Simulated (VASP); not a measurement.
# NaCl (Fm-3m) in VASP: single point with PBE

Aim: the single point of NaCl with PBE.

Program: VASP 6.6.1. These are calculated values, not measurements. Logs are shortened: lines on timing, memory, paths and dates and some standing lists are left out, and cuts for length are marked.

### Step 1. The cell of the first run

The structure is cubic, space group Fm-3m (No. 225). Conventional cell: a = 5.694 Å, b = 5.694 Å, c = 5.694 Å, α = 90.00°, β = 90.00°, γ = 90.00°. Within 3.8 Å of Na (site symmetry m-3m) lie 6 Cl at 2.85 Å. Within 3.8 Å of Cl (site symmetry m-3m) lie 6 Na at 2.85 Å.

### Step 2. Single point, PBE, non-collinear spin, zero start, spin-orbit coupling

The input, INCAR:

```
SYSTEM = NaCl
  PREC = Accurate
  ENCUT = 500
  EDIFF = 1E-6
  ISMEAR = 0
  SIGMA = 0.02
  LREAL = .FALSE.
  LASPH = .TRUE.
  NELM = 200
  ALGO = Normal
  ISIF = 2
  LWAVE = .FALSE.
  LCHARG = .FALSE.
  LNONCOLLINEAR = .TRUE.
  MAGMOM = 0 0 0 0 0 0
  LORBIT = 11
  LSORBIT = .TRUE.
  GGA_COMPAT = .FALSE.
  LORBMOM = .TRUE.
  GGA = PE
  NBANDS = 26
```

The input, KPOINTS:

```
Automatic mesh
0
G
  8 8 8
  0 0 0
```

The input, POSCAR:

```
NaCl
1.0
    0.0000000000      2.8470933867      2.8470933867
    2.8470933867      0.0000000000      2.8470933867
    2.8470933867      2.8470933867      0.0000000000
Na Cl
1 1
Direct
    0.0000000000      0.0000000000      0.0000000000
    0.5000000000      0.5000000000      0.5000000000
```

Potentials or basis: VASP PAW PBE potentials, release 64 (Na_pv, Cl).

Started as:

```sh
$ cat potpaw_PBE.64/Na_pv/POTCAR potpaw_PBE.64/Cl/POTCAR > POTCAR
$ mpirun -np 1 vasp_ncl > vasp.out
```

OUTCAR:

```text
SYSTEM = NaCl
   PREC = Accurate
   ENCUT = 500
   EDIFF = 1E-6
   ISMEAR = 0
   LREAL = .FALSE.
   LASPH = .TRUE.
   NELM = 200
   ISIF = 2
   LNONCOLLINEAR = .TRUE.
   LORBIT = 11
   LSORBIT = .TRUE.
   GGA = PE

 ion  position               nearest neighbor table
   1  0.000  0.000  0.000-
   2  0.500  0.500  0.500-

  LATTYP: Found a face centered cubic cell.
 ALAT       =     5.6941867734

  Lattice vectors:

 A1 = (   0.0000000000,   2.8470933867,   2.8470933867)
 A2 = (   2.8470933867,   0.0000000000,   2.8470933867)
 A3 = (   2.8470933867,   2.8470933867,   0.0000000000)

Analysis of symmetry for initial positions (statically):
=====================================================================
 Subroutine PRICEL returns:
 Original cell was already a primitive cell.

 Routine SETGRP: Setting up the symmetry group for a
 face centered cubic supercell.

 Subroutine GETGRP returns: Found 48 space group operations
 (whereof 48 operations were pure point group operations)
 out of a pool of 48 trial point group operations.

The static configuration has the point symmetry O_h .

Analysis of symmetry for dynamics (positions and initial velocities):
=====================================================================
 Subroutine PRICEL returns:
 Original cell was already a primitive cell.

 Routine SETGRP: Setting up the symmetry group for a
 face centered cubic supercell.

 Subroutine GETGRP returns: Found 48 space group operations
 (whereof 48 operations were pure point group operations)
 out of a pool of 48 trial point group operations.

The dynamic configuration has the point symmetry O_h .

Analysis of structural, dynamic, and magnetic symmetry:
=====================================================================
 Subroutine PRICEL returns:
 Original cell was already a primitive cell.

 Routine SETGRP: Setting up the symmetry group for a
 face centered cubic supercell.

 Subroutine GETGRP returns: Found 48 space group operations
 (whereof 48 operations were pure point group operations)
 out of a pool of 48 trial point group operations.

The overall configuration has the point symmetry O_h .

 Subroutine INISYM returns: Found 48 space group operations
 (whereof 48 operations are pure point group operations),
 and found     1 'primitive' translations

----------------------------------------------------------------------------------------

                                     Primitive cell

  volume of cell :      46.1567

  direct lattice vectors                    reciprocal lattice vectors
     0.000000000  2.847093387  2.847093387    -0.175617703  0.175617703  0.175617703
     2.847093387  0.000000000  2.847093387     0.175617703 -0.175617703  0.175617703
     2.847093387  2.847093387  0.000000000     0.175617703  0.175617703 -0.175617703

  length of vectors
     4.026398081  4.026398081  4.026398081     0.304178784  0.304178784  0.304178784

  position of ions in fractional coordinates (direct lattice)
     0.000000000  0.000000000  0.000000000
     0.500000000  0.500000000  0.500000000

  ion indices of the primitive-cell ions
   primitive index   ion index
                 1           1
                 2           2

----------------------------------------------------------------------------------------

 KPOINTS: Automatic mesh

Automatic generation of k-mesh.
 Grid dimensions read from file:
 generate k-points for:    8    8    8

 Generating k-lattice:

  Cartesian coordinates                     Fractional coordinates (reciprocal lattice)
    -0.021952213  0.021952213  0.021952213     0.125000000  0.000000000  0.000000000
     0.021952213 -0.021952213  0.021952213     0.000000000  0.125000000  0.000000000
     0.021952213  0.021952213 -0.021952213     0.000000000  0.000000000  0.125000000

  Length of vectors
     0.038022348  0.038022348  0.038022348
[... 89 lines left out ...]
 NGX is ok and might be reduce to    30
   NGX = 15   NGY = 15   NGZ = 15

 number of electron      13.9999992 magnetization       0.0000000      0.0000000      0.0000000

 number of electron      13.9999992 magnetization       0.0000000     -0.0000000      0.0000000

 number of electron      13.9999992 magnetization      -0.0000000      0.0000000     -0.0000000

 Free energy of the ion-electron system (eV)
  ---------------------------------------------------
  ext. energy  EPLUGINS =         0.00000000
  ---------------------------------------------------
  free energy    TOTEN  =        -6.77945863 eV

  energy without entropy =       -6.77945863  energy(sigma->0) =       -6.77945863

 E-fermi :  -0.7064     XC(G=0):  -8.0444

 val. band max:       -0.8519937179   @ k =   0.0000   0.0000   0.0000
 cond. band min:       4.1045341217   @ k =   0.0000   0.0000   0.0000
 fundamental gap:      4.9565278396
 Fermi energy:        -0.7063646620

 k-point     1 :       0.0000    0.0000    0.0000
  band No.  band energies     occupation
      1     -21.8881      1.00000
      2     -21.8881      1.00000
      3     -21.7096      1.00000
      4     -21.7096      1.00000
      5     -21.7096      1.00000
      6     -21.7096      1.00000
[... 685 lines left out ...]
     25      14.5292      0.00000
     26      14.5292      0.00000

 [... further k-points ...]

------------------------ aborting loop because EDIFF is reached ----------------------------------------

  FORCE on cell =-STRESS in cart. coord.  units (eV):
  Direction    XX          YY          ZZ          XY          YZ          ZX
  --------------------------------------------------------------------------------------
  -------------------------------------------------------------------------------------
  Total       -0.0154730     -0.0154730     -0.0154730     -0.0000000      0.0000000     -0.0000000
  in kB       -0.5370925     -0.5370925     -0.5370925     -0.0000000      0.0000000     -0.0000000
  external PRESSURE =      -0.5370925 kB  Pullay stress =       0.0000000 kB

 VOLUME and BASIS-vectors are now :
 -----------------------------------------------------------------------------
  energy-cutoff  :      500.00
  volume of cell :       46.16
      direct lattice vectors                 reciprocal lattice vectors
     0.000000000  2.847093387  2.847093387    -0.175617703  0.175617703  0.175617703
     2.847093387  0.000000000  2.847093387     0.175617703 -0.175617703  0.175617703
     2.847093387  2.847093387  0.000000000     0.175617703  0.175617703 -0.175617703

 POSITION                                       TOTAL-FORCE (eV/Angst)
 -----------------------------------------------------------------------------------
      0.00000      0.00000      0.00000        -0.000000      0.000000      0.000000
      2.84709      2.84709      2.84709         0.000000     -0.000000     -0.000000
 -----------------------------------------------------------------------------------
    total drift:                                0.000000      0.000000      0.000000

  FREE ENERGIE OF THE ION-ELECTRON SYSTEM (eV)
  ---------------------------------------------------
  free  energy   TOTEN  =        -6.7794586331 eV

  energy  without entropy=       -6.7794586331  energy(sigma->0) =       -6.77945863

 orbital moment (x)

 # of ion     p       tot
 --------------------------------
  1         0.000   0.000
  2         0.000   0.000
 --------------------------------
            0.000   0.000

 orbital moment (y)

 # of ion     p       tot
 --------------------------------
  1         0.000   0.000
  2         0.000   0.000
 --------------------------------
            0.000   0.000

 orbital moment (z)

 # of ion     p       tot
 --------------------------------
  1         0.000   0.000
  2         0.000   0.000
 --------------------------------
            0.000   0.000

 Spin-Orbit-Coupling matrix elements

 Ion:    1  E_soc:     -0.0007325
 l=   1
     0.0000000    -0.0001221    -0.0001221
    -0.0001221     0.0000000    -0.0001221
    -0.0001221    -0.0001221     0.0000000
 l=   2
     0.0000000     0.0000000     0.0000000     0.0000000     0.0000000
     0.0000000     0.0000000     0.0000000     0.0000000     0.0000000
     0.0000000     0.0000000     0.0000000     0.0000000     0.0000000
     0.0000000     0.0000000     0.0000000     0.0000000     0.0000000
     0.0000000     0.0000000     0.0000000     0.0000000     0.0000000
 l=   3
     0.0000000     0.0000000     0.0000000     0.0000000     0.0000000     0.0000000     0.0000000
     0.0000000     0.0000000     0.0000000     0.0000000     0.0000000     0.0000000     0.0000000
     0.0000000     0.0000000     0.0000000     0.0000000     0.0000000     0.0000000     0.0000000
     0.0000000     0.0000000     0.0000000     0.0000000     0.0000000     0.0000000     0.0000000
     0.0000000     0.0000000     0.0000000     0.0000000     0.0000000     0.0000000     0.0000000
     0.0000000     0.0000000     0.0000000     0.0000000     0.0000000     0.0000000     0.0000000
     0.0000000     0.0000000     0.0000000     0.0000000     0.0000000     0.0000000     0.0000000

 Ion:    2  E_soc:     -0.0028247
 l=   1
     0.0000000    -0.0004708    -0.0004708
    -0.0004708     0.0000000    -0.0004708
    -0.0004708    -0.0004708     0.0000000
 l=   2
     0.0000000     0.0000000     0.0000000     0.0000000     0.0000000
     0.0000000     0.0000000     0.0000000     0.0000000     0.0000000
     0.0000000     0.0000000     0.0000000     0.0000000     0.0000000
     0.0000000     0.0000000     0.0000000     0.0000000     0.0000000
     0.0000000     0.0000000     0.0000000     0.0000000     0.0000000
 l=   3
     0.0000000     0.0000000     0.0000000     0.0000000     0.0000000     0.0000000     0.0000000
     0.0000000     0.0000000     0.0000000     0.0000000     0.0000000     0.0000000     0.0000000
     0.0000000     0.0000000     0.0000000     0.0000000     0.0000000     0.0000000     0.0000000
     0.0000000     0.0000000     0.0000000     0.0000000     0.0000000     0.0000000     0.0000000
     0.0000000     0.0000000     0.0000000     0.0000000     0.0000000     0.0000000     0.0000000
     0.0000000     0.0000000     0.0000000     0.0000000     0.0000000     0.0000000     0.0000000
     0.0000000     0.0000000     0.0000000     0.0000000     0.0000000     0.0000000     0.0000000

 total charge

# of ion       s       p       d       tot
------------------------------------------
    1        0.040   5.976   0.000   6.017
    2        1.588   3.580   0.000   5.167
--------------------------------------------------
tot          1.628   9.556   0.000  11.184

 magnetization (x)

# of ion       s       p       d       tot
------------------------------------------
    1        0.000   0.000   0.000   0.000
    2       -0.000   0.000   0.000  -0.000
--------------------------------------------------
tot          0.000   0.000   0.000   0.000

 magnetization (y)

# of ion       s       p       d       tot
------------------------------------------
    1        0.000   0.000   0.000   0.000
    2       -0.000   0.000   0.000  -0.000
--------------------------------------------------
tot          0.000   0.000   0.000   0.000

 magnetization (z)

# of ion       s       p       d       tot
------------------------------------------
    1       -0.000   0.000   0.000  -0.000
    2        0.000  -0.000   0.000   0.000
--------------------------------------------------
tot         -0.000  -0.000   0.000  -0.000
```

Wall time 2.1 min (1 thread of Intel Xeon 8259CL, shared host); peak memory 0.28 GiB.

Results:

* Free energy: -6.7795 eV
* Pressure: -0.1 GPa
* Net moment: 0.00 μB per cell
* Valence electrons inside the program's atomic spheres: Na 6.02; Cl 5.17

Moments on the atoms (μB; x, y, z):
```
Na  0.00 0.00 0.00
Cl  0.00 0.00 0.00
```
